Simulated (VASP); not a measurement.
Set up this calculation in VASP 6.6.1, as the native input.

* Task: single point
* Functional: LDA
* Potentials or basis: VASP PAW LDA potentials, release 64 (Sn_d)
* Cutoff: 500 eV
* k mesh: 12 × 12 × 12
* Occupations: fermi-dirac, width 0.1 eV
* Spin: no spin polarisation
* Dipole correction: no
* Further INCAR settings: ALGO = Normal; EDIFF = 1e-06; NBANDS = 13

The structure of Sn lies in POSCAR:

```
Sn
1.0
    3.2816330000      0.0000000000      0.0000000000
   -1.0938776324      3.0939532757      0.0000000000
   -1.0938776324     -1.5469765652      2.6794421768
Sn
1
Direct
    0.0000000000      0.0000000000      0.0000000000
```

This isn't the form of Sn at room conditions, which is tetragonal (white tin).

These files were run (other wordings do the same):

INCAR

```
ALGO     = Normal         # electronic algorithm
EDIFF    = 1E-6           # SCF threshold, eV
ENCUT    = 500            # plane-wave cutoff, eV
GGA_COMPAT= False        
ISIF     = 2              # what is computed and relaxed
ISMEAR   = -1             # smearing method
LASPH    = True           # aspherical terms in the spheres
LCHARG   = True           # write CHGCAR
LELF     = True           # ELF
LREAL    = False          # projectors in reciprocal space
LVHAR    = True         
LWAVE    = False          # write WAVECAR
NBANDS   = 13             # bands
NELM     = 120            # most SCF steps
PREC     = Accurate       # precision mode
SIGMA    = 0.1            # smearing width, eV
```

KPOINTS

```
k-points
0
Gamma
  12 12 12
```

Potentials or basis: VASP PAW LDA potentials, release 64 (Sn_d).

Run with:

```bash
$ cat potpaw_LDA.64/Sn_d/POTCAR > POTCAR
$ mpirun -np 1 vasp_std > vasp.out
```

It gave:

| Item | Value |
| --- | --- |
| Pressure | -3.5 GPa |
| Band gap on the k mesh | zero (bands 7 and 8 overlap by 10.25 eV) |

Caveat: the cell stands under tension; spin-orbit coupling is left out, which moves the levels of the heavy elements.

Run time: 12 s on 1 thread of Intel Xeon 8259CL, with other jobs on the host, peak memory 0.14 GiB.
